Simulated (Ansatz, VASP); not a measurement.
Two plane-wave programs on Rh

INCAR

```
SYSTEM = Rh
  ALGO = Fast
  EDIFF = 1E-7
  ENCUT = 520
  GGA = PS
  ISIF = 2
  ISMEAR = 0
  LASPH = .TRUE.
  LCHARG = .FALSE.
  LREAL = .FALSE.
  LWAVE = .FALSE.
  NBANDS = 14
  NELM = 80
  PREC = Accurate
  SIGMA = 0.15
```

The input KPOINTS:

```
k-points
0
G
  22 22 22
  0 0 0
```

POSCAR

```
Rh
1.0
    0.0000000000      1.9015500000      1.9300732500
    1.9015500000      0.0000000000      1.9300732500
    1.9015500000      1.9015500000      0.0000000000
Rh
1
Direct
    0.0000000000      0.0000000000      0.0000000000
```

Input for Ansatz:

```yaml
crystal:
  lattice:
    - [0.0, 1.90155, 1.93007325]
    - [1.90155, 0.0, 1.93007325]
    - [1.90155, 1.90155, 0.0]
  atoms:
    - { symbol: Rh, position: [0.0, 0.0, 0.0] }
basis:
  ecutwfc: 420
kpoints:
  mp_grid: { grid: [22, 22, 22] }
hamiltonian:
  xc: pbesol
scf:
  occupations: { method: gaussian, width: 0.15 }
output:
  forces: true
  stress: true
  eigenvalues: true
```

Change from the starting cell: strain +0.0150 x Voigt [0, 0, 1, 0, 0, 0], atoms carried along.

Alike in both runs: task single point; functional PBEsol; k mesh 22 × 22 × 22; occupations gaussian, width 0.15 eV; no spin polarisation.

|  | VASP | Ansatz |
| --- | --- | --- |
| version | VASP 6.6.1 | Ansatz 0.2.0 |
| potentials or method | VASP PAW PBE potentials, release 64 (Rh_pv), cutoff 520 eV | scalar-relativistic, plane waves, PAW |
| valence electrons in the cell | 15 | 17 |

|  | VASP | Ansatz | Ansatz less VASP |
| --- | --- | --- | --- |
| gap on the k mesh at the Fermi level (eV) | none | none | - |
| pressure (GPa) | -9.0 | -8.9 | +0.08 |
| traceless stress, the component that is largest in VASP (GPa) | -2.37 | -2.38 | -0.006 |

VASP's potentials were made for PBE, not for PBEsol. A gap of «none» marks a metal or a gap that the smearing closes. VASP's potentials hold 15 valence electrons a cell and Ansatz's 17, so a difference there can come from the potentials and not from the codes.
